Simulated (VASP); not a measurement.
A run of VASP 6.6.1 is set up as follows.

INCAR

```
ALGO = Normal
DIPOL = 0.5 0.5 0.352
EDIFF = 1E-6
ENCUT = 520
GGA = CA
IDIPOL = 3
ISIF = 2
ISMEAR = 0
LASPH = True
LCHARG = True
LDIPOL = True
LELF = True
LREAL = Auto
LUSENCCL = False
LVACPOTAV = True
LVHAR = True
LWAVE = False
NBANDS = 194
NELM = 100
PREC = Accurate
SIGMA = 0.05
```

File KPOINTS:

```
k-points
0
Gamma
  3 3 1
```

Contents of POSCAR:

```
Sn3H
1.0
    9.1557438523      0.0000000000      0.0000000000
    0.0000000000      9.1557438523      0.0000000000
    0.0000000000      0.0000000000     21.9587471797
Sn H
24 8
Direct
    0.5000000000      0.2500000000      0.2284345474
    0.5000000000      0.7500000000      0.2284345474
    0.0000000000      0.2500000000      0.2284345474
    0.0000000000      0.7500000000      0.2284345474
    0.5000000000      0.5000000000      0.3021419465
    0.5000000000      0.0000000000      0.3021419465
    0.0000000000      0.5000000000      0.3021419465
    0.0000000000      0.0000000000      0.3021419465
    0.7500000000      0.5000000000      0.3758493455
    0.7500000000      0.0000000000      0.3758493455
    0.2500000000      0.5000000000      0.3758493455
    0.2500000000      0.0000000000      0.3758493455
    0.7447834758      0.7509738694      0.4496415446
    0.7447834758      0.2490261306      0.4496415446
    0.2530823415      0.7486706021      0.4463088700
    0.2530823415      0.2513293979      0.4463088700
   -0.0023037135      0.7418493946      0.5210627570
   -0.0023037135      0.2581506054      0.5210627570
    0.4977773550      0.7782020925      0.5251241368
    0.4977773550      0.2217979075      0.5251241368
    0.1361934495      0.0000000000      0.5499718260
    0.1007424950      0.5000000000      0.5850831187
    0.4155530128      0.0000000000      0.6108758600
    0.3980217884      0.5000000000      0.5512680649
    0.3452930074      0.2500000000      0.1833836842
    0.6538349375      0.2500000000      0.1826399267
    0.6538349375      0.7500000000      0.1826399267
    0.3452930074      0.7500000000      0.1833836842
   -0.1538349375      0.2500000000      0.1826399267
    0.1547069926      0.2500000000      0.1833836842
    0.1547069926      0.7500000000      0.1833836842
   -0.1538349375      0.7500000000      0.1826399267
```

Potentials or basis: VASP PAW LDA potentials, release 64 (Sn_d, H).

Launch:

```bash
$ cat potpaw_LDA.64/Sn_d/POTCAR potpaw_LDA.64/H/POTCAR > POTCAR
$ mpirun -np 1 vasp_std > vasp.out
```

Task: Predict the largest force.

Result: 0.406 eV/Å.

Task: Predict the band gap on the k mesh.

Result: Zero (bands 172 and 173 overlap by 0.12 eV).

Forces in eV/Å, atoms in the order of the input:
```
Sn   0.087 -0.019  0.174
Sn   0.087  0.019  0.174
Sn  -0.083 -0.033  0.168
Sn  -0.083  0.033  0.168
Sn  -0.048  0.000 -0.178
Sn  -0.051  0.000 -0.160
Sn   0.072  0.000 -0.110
Sn   0.012  0.000 -0.118
Sn  -0.126  0.000  0.048
Sn   0.050  0.000 -0.112
Sn   0.038  0.000 -0.404
Sn   0.055  0.000 -0.376
Sn  -0.004  0.000  0.001
Sn  -0.004  0.000  0.001
Sn  -0.002 -0.009  0.001
Sn  -0.002  0.009  0.001
Sn  -0.002  0.005  0.011
Sn  -0.002 -0.005  0.011
Sn   0.018  0.004 -0.005
Sn   0.018 -0.004 -0.005
Sn  -0.008  0.000  0.215
Sn  -0.008  0.000  0.372
Sn   0.003  0.000  0.018
Sn  -0.010  0.000  0.011
H    0.005  0.004  0.001
H   -0.031  0.015  0.008
H   -0.031 -0.015  0.008
H    0.005 -0.004  0.001
H    0.027  0.005  0.022
H   -0.003  0.015  0.015
H   -0.003 -0.015  0.015
H    0.027 -0.005  0.022
```

Caveat: spin-orbit coupling is left out, which moves the levels of the heavy elements.
